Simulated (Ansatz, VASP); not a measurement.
**One calculation of ZnRhSe3, two programs**

```xyz
5
Lattice="4.8798 0.0000 0.0000 0.0000 4.8798 0.0000 0.0000 0.0000 4.8798" Properties=species:S:1:pos:R:3 pbc="T T T"
Zn    0.0000    0.0000    0.0000
Rh    2.4399    2.4399    2.4399
Se    0.0000    2.4399    2.4399
Se    2.4399    0.0000    2.4399
Se    2.4399    2.4399    0.0000
```

Alike in both runs: task single point; functional PBE; k mesh 4 × 4 × 4; occupations gaussian, width 0.1 eV; collinear spin.

|  | VASP | Ansatz |
| --- | --- | --- |
| version | VASP 6.6.1 | Ansatz 0.2.0 |
| potentials or method | VASP PAW PBE potentials, release 64 (Zn, Rh_pv, Se), cutoff 520 eV | scalar-relativistic, plane waves, PAW |
| valence electrons in the cell | 45 | 77 |

VASP gave:

* gap on the k mesh at the Fermi level (eV): none
* pressure (GPa): 1.6
* net moment per atom (μB): 0.04
* size of the moment on the site where the two differ most (μB): 0.05

Problem. Which values does Ansatz return?

Solution. gap on the k mesh at the Fermi level (eV): none; pressure (GPa): 1.5; net moment per atom (μB): 0.05; size of the moment on the site where the two differ most (μB): 0.06.

Site moments also hang on the region over which each program counts them. A gap of «none» marks a metal or a gap that the smearing closes. With one functional, cell and mesh, what is left measures potentials, basis and numerics. VASP's potentials hold 45 valence electrons a cell and Ansatz's 77, so a difference there can come from the potentials and not from the codes.
